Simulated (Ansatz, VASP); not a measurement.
# One calculation of Mg3CdS2, two programs

File INCAR:

```
PREC = Accurate ; ENCUT = 520
EDIFF = 1E-6 ; ISMEAR = 0
SIGMA = 0.1 ; LREAL = F
LASPH = T ; NELM = 100
ALGO = Normal ; ISIF = 2
LWAVE = F ; LCHARG = F
GGA = PE ; NBANDS = 24
```

Contents of KPOINTS:

```
regular mesh
0
Gamma
  6 6 6
```

The input POSCAR:

```
Mg3CdS2
1.0
    2.8552751900      1.6484939000      4.7340739400
   -2.8552751900      1.6484939000      4.7340739400
    0.0000000000     -3.2969878000      4.7340739400
Mg Cd S
3 1 2
Direct
    0.0000000000      0.5000000000      0.5000000000
    0.5000000000      0.0000000000      0.5000000000
    0.5000000000      0.5000000000      0.0000000000
    0.5000000000      0.5000000000      0.5000000000
    0.8774220300      0.8774220300      0.8774220300
    0.1225779700      0.1225779700      0.1225779700
```

Input for Ansatz:

```yaml
crystal:
  lattice:
    - [2.85527519, 1.6484939, 4.73407394]
    - [-2.85527519, 1.6484939, 4.73407394]
    - [0.0, -3.2969878, 4.73407394]
  atoms:
    - { symbol: Mg, position: [0.0, 0.5, 0.5] }
    - { symbol: Mg, position: [0.5, 0.0, 0.5] }
    - { symbol: Mg, position: [0.5, 0.5, 0.0] }
    - { symbol: Cd, position: [0.5, 0.5, 0.5] }
    - { symbol: S, position: [0.87742203, 0.87742203, 0.87742203] }
    - { symbol: S, position: [0.12257797, 0.12257797, 0.12257797] }
basis:
  ecutwfc: 420
kpoints:
  mp_grid: { grid: [6, 6, 6] }
hamiltonian:
  xc: pbe
scf:
  occupations: { method: gaussian, width: 0.1 }
  lower_state_search: "off"
output:
  forces: true
  stress: true
  eigenvalues: true
```

Change from the starting cell: species swapped into the Li2ZnCu3 type (R-3m, No. 166).

Alike in both runs: task single point; functional PBE; k mesh 6 × 6 × 6; occupations gaussian, width 0.1 eV; no spin polarisation.

|  | VASP | Ansatz |
| --- | --- | --- |
| version | VASP 6.6.1 | Ansatz 0.2.0 |
| potentials or method | VASP PAW PBE potentials, release 64 (Mg, Cd, S), cutoff 520 eV | scalar-relativistic, plane waves, PAW |
| valence electrons in the cell | 30 | 62 |

VASP gave:

```
gap on the k mesh at the Fermi level (eV)                     : none
pressure (GPa)                                                : -3.1
traceless stress, the component that is largest in VASP (GPa) : -5.20
rms of the force components (eV/Å)                            : 0.091
```

Q: Estimate Ansatz's values.

A: gap on the k mesh at the Fermi level (eV): none; pressure (GPa): -3.0; traceless stress, the component that is largest in VASP (GPa): -5.21; rms of the force components (eV/Å): 0.090.

Atom by atom the forces differ by 0.001 eV/Å (rms over components). A gap of «none» marks a metal or a gap that the smearing closes. VASP's potentials hold 30 valence electrons a cell and Ansatz's 62, so a difference there can come from the potentials and not from the codes.
